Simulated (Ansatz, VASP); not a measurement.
**Two plane-wave programs on GaN**

```
N Ga
1.0
     3.21626    0.00000    0.00000
    -1.60813    2.78536    0.00000
     0.00000    0.00000   26.16077
N Ga
5 5
Direct
  0.00000 0.00000 0.28669
  0.33333 0.66667 0.38707
  0.66667 0.33333 0.48745
  0.00000 0.00000 0.58783
  0.33333 0.66667 0.68822
  0.33333 0.66667 0.31178
  0.66667 0.33333 0.41217
  0.00000 0.00000 0.51255
  0.33333 0.66667 0.61293
  0.66667 0.33333 0.71331
```

Alike in both runs: task single point; functional PBEsol; k mesh 9 × 9 × 1; occupations gaussian, width 0.05 eV; no spin polarisation.

```csv
,VASP,Ansatz
version,VASP 6.6.1,Ansatz 0.2.0
potentials or method,"VASP PAW PBE potentials, release 64 (N, Ga_d), cutoff 520 eV","scalar-relativistic, plane waves, PAW"
valence electrons in the cell,90,90
```

Ansatz gave:

- gap on the k mesh at the Fermi level (eV): none
- rms of the force components (eV/Å): 0.559

Question: What did VASP give for the same quantities?

Answer: gap on the k mesh at the Fermi level (eV): none; rms of the force components (eV/Å): 0.561.

VASP's potentials were made for PBE, not for PBEsol. A gap of «none» marks a metal or a gap that the smearing closes. With one functional, cell and mesh, what is left measures potentials, basis and numerics. Ansatz's warnings: xc potential rough in thin density.
